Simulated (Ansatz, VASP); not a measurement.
## Two plane-wave programs on BN

File INCAR:

```
PREC = Accurate
ENCUT = 520
EDIFF = 1E-6
ISMEAR = 0
SIGMA = 0.05
LREAL = False
LASPH = True
NELM = 100
ALGO = Normal
ISIF = 2
LWAVE = False
LCHARG = True
GGA = PS
LELF = True
LVHAR = True
NBANDS = 16
```

KPOINTS

```
regular mesh
0
Gamma
  12 12 6
```

Contents of POSCAR:

```
BN
1.0
    2.5539396017      0.0000000000      0.0000000000
   -1.2769698009      2.2117765748      0.0000000000
    0.0000000000      0.0000000000      4.2268550000
B N
2 2
Direct
    0.6666666667      0.3333333333      0.9997240000
    0.3333333333      0.6666666667      0.4997240000
    0.6229947227      0.3013632515      0.5779594964
    0.3333333333      0.6666666667      0.1252760000
```

Input for Ansatz:

```yaml
crystal:
  lattice:
    - [2.5539396017, 0.0, 0.0]
    - [-1.2769698009, 2.2117765748, 0.0]
    - [0.0, 0.0, 4.226855]
  atoms:
    - { symbol: B, position: [0.6666666667, 0.3333333333, 0.999724] }
    - { symbol: B, position: [0.3333333333, 0.6666666667, 0.499724] }
    - { symbol: "N", position: [0.6229947227, 0.3013632515, 0.5779594964] }
    - { symbol: "N", position: [0.3333333333, 0.6666666667, 0.125276] }
basis:
  ecutwfc: 650.0
kpoints:
  mp_grid: { grid: [12, 12, 6] }
hamiltonian:
  xc: pbesol
scf:
  occupations: { method: gaussian, width: 0.05 }
output:
  forces: true
  stress: true
  eigenvalues: true
  write_density: true
  write_potential: true
  elf: true
  volumetric_format: npy
```

Alike in both runs: task single point; functional PBEsol; k mesh 12 × 12 × 6; occupations gaussian, width 0.05 eV; no spin polarisation.

```csv
,VASP,Ansatz
version,VASP 6.6.1,Ansatz 0.2.0
potentials or method,"VASP PAW PBE potentials, release 64 (B, N), cutoff 520 eV","scalar-relativistic, plane waves, PAW"
valence electrons in the cell,16,16
```

|  | VASP | Ansatz | Ansatz less VASP |
| --- | --- | --- | --- |
| gap on the k mesh at the Fermi level (eV) | 4.78 | 4.79 | +0.007 |
| least direct gap on the mesh (eV) | 6.51 | 6.51 | -0.002 |
| pressure (GPa) | 3.6 | 3.1 | -0.55 |
| traceless stress, the component that is largest in VASP (GPa) | -6.70 | -6.71 | -0.017 |
| rms of the force components (eV/Å) | 2.399 | 2.394 | -0.0055 |

VASP's potentials were made for PBE, not for PBEsol. Atom by atom the forces differ by 0.009 eV/Å (rms over components).
